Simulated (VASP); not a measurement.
Crystal: HfH3F.

```xyz
5
Lattice="3.5458 0.0000 0.0000 0.0000 3.5458 0.0000 0.0000 0.0000 3.7738" Properties=species:S:1:pos:R:3 pbc="T T T"
Hf    1.7729    1.7729    2.0310
H     1.7729    1.7729    0.4264
H     1.7729    0.0000    2.3209
H     0.0000    1.7729    2.3209
F     0.0000    0.0000    0.0000
```

The cell was built from a structure type or drawn by symmetry, and may not be a known phase.

```yaml
Program: VASP 6.6.1
Task: relaxation of cell and atoms
Functional: PBE
Potentials_or_basis: VASP PAW PBE potentials, release 64 (Hf_pv, H, F)
Cutoff: 600 eV
k_mesh: 3 × 3 × 3
Occupations: gaussian, width 0.15 eV
Spin: no spin polarisation
```

At the start: pressure 13.7 GPa; volume 9.49 Å³/atom.

**Question.** Where does the relaxation end?

**Answer.** Over 32 steps the energy falls by 582.5 meV/atom and the volume is 8.47 Å³/atom (-10.8 %); space group P4mm (No. 99, to 0.1 Å) before and after.

The path:
| step | energy change (eV) | largest force (eV/Å) | pressure (GPa) | volume (Å³) |
| --- | --- | --- | --- | --- |
| 1 | 0.0000 | 4.2243 | 13.70 | 47.45 |
| 2 | -0.6510 | 0.9546 | -0.87 | 53.24 |
| 3 | -0.6725 | 0.3859 | 0.60 | 52.00 |
| 4 | -0.6729 | 0.4035 | 0.37 | 52.16 |
| 5 | -0.7722 | 0.6771 | -0.94 | 52.81 |
| 6 | -0.7767 | 0.7727 | -1.16 | 52.96 |
| 7 | -0.8167 | 0.3921 | -0.66 | 52.51 |
| 8 | -0.8303 | 1.0067 | 0.06 | 52.04 |
| 9 | -0.8563 | 1.1138 | 0.34 | 51.82 |
| 10 | -0.9432 | 1.4519 | 0.94 | 51.18 |
| 11 | -1.1623 | 2.0454 | 1.03 | 49.90 |
| 12 | -1.6104 | 2.0368 | -2.53 | 47.39 |
| 13 | -0.3760 | 3.1953 | -7.88 | 42.59 |
| 14 | -1.6621 | 2.3029 | -4.03 | 46.63 |
| 15 | -1.6959 | 2.3661 | -4.51 | 46.32 |
| 16 | -1.7553 | 2.5162 | -5.91 | 45.39 |
| 17 | -1.7590 | 2.5534 | -6.35 | 45.08 |
| 18 | -1.8301 | 2.5358 | -6.15 | 44.66 |
| 19 | -2.0326 | 2.4317 | -5.38 | 43.40 |
| 20 | -2.3562 | 1.9619 | -2.78 | 40.91 |
| 21 | -2.2868 | 3.0403 | 11.04 | 36.13 |
| 22 | -2.4793 | 1.4385 | 0.65 | 39.07 |
| 23 | -2.4860 | 1.6914 | 2.07 | 38.53 |
| 24 | -2.6306 | 0.9162 | 3.34 | 38.55 |
| 25 | -2.7235 | 0.9770 | 6.53 | 38.58 |
| 26 | -2.8268 | 0.6004 | 3.36 | 39.71 |
| 27 | -2.8865 | 0.3356 | -0.35 | 41.54 |
| 28 | -2.8868 | 0.3642 | -0.54 | 41.65 |
| 29 | -2.9014 | 0.2507 | 0.06 | 41.79 |
| 30 | -2.9055 | 0.2596 | 0.63 | 41.91 |
| 31 | -2.9115 | 0.1144 | -0.04 | 42.17 |
| 32 | -2.9125 | 0.0720 | -0.42 | 42.34 |

Final structure:
```
Hf H F
1.0
     3.26229    0.00000    0.00000
     0.00000    3.26229    0.00000
     0.00000    0.00000    3.97792
Hf H F
1 3 1
Direct
  0.50000 0.50000 0.73530
  0.50000 0.50000 0.23661
  0.50000 0.00000 0.48711
  0.00000 0.50000 0.48711
  0.00000 0.00000 0.93508
```

Caveat: the k points lie up to 0.64 Å⁻¹ apart in the final cell; the relaxation stopped at a loose force limit of 0.08 eV/Å, so its end isn't a converged minimum.
